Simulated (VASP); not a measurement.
Wanted: the native input for a VASP 6.6.1 run.

* Task: single point
* Functional: PBE
* Potentials or basis: VASP PAW PBE potentials, release 64 (Pd)
* Cutoff: 520 eV
* k mesh: 8 × 8 × 8
* Occupations: gaussian, width 0.1 eV
* Spin: no spin polarisation
* Dipole correction: no
* Further INCAR settings: ALGO = Fast; EDIFF = 1e-06; NBANDS = 50

The structure of Pd lies in POSCAR:

```
Pd
1.0
   -3.4469469087      3.4469469087      3.4469469087
    3.4469469087     -3.4469469087      3.4469469087
    3.4469469087      3.4469469087     -3.4469469087
Pd
8
Direct
    0.2322660401      0.2322660401      0.2322660401
    0.5000000000      0.0000000000      0.2677339599
    0.2677339599      0.5000000000      0.0000000000
    0.0000000000      0.2677339599      0.5000000000
    0.7677339599      0.7677339599      0.7677339599
    0.5000000000      0.0000000000      0.7322660401
    0.7322660401      0.5000000000      0.0000000000
    0.0000000000      0.7322660401      0.5000000000
```

One way to write it, as run:

INCAR

```
SYSTEM = Pd
PREC = Accurate ; ENCUT = 520
EDIFF = 1E-6 ; ISMEAR = 0
SIGMA = 0.1 ; LREAL = .False.
LASPH = .True. ; NELM = 100
ALGO = Fast ; ISIF = 2
LWAVE = .False. ; LCHARG = .False.
GGA = PE ; NBANDS = 50
```

KPOINTS

```
Automatic mesh
0
Gamma
  8 8 8
  0 0 0
```

Potentials or basis: VASP PAW PBE potentials, release 64 (Pd).

Run with:

```bash
$ cat potpaw_PBE.64/Pd/POTCAR > POTCAR
$ mpirun -np 1 vasp_std > vasp.out
```

Results of the run:

The pressure is -0.4 GPa, the largest force is 0.004 eV/Å and the band gap on the k mesh is zero (bands 40 and 41 overlap by 0.30 eV).

Wall time 5 min on 1 thread of Intel(R) Xeon(R) Platinum 8488C (Sapphire Rapids) (shared host), peak memory 0.42 GiB.
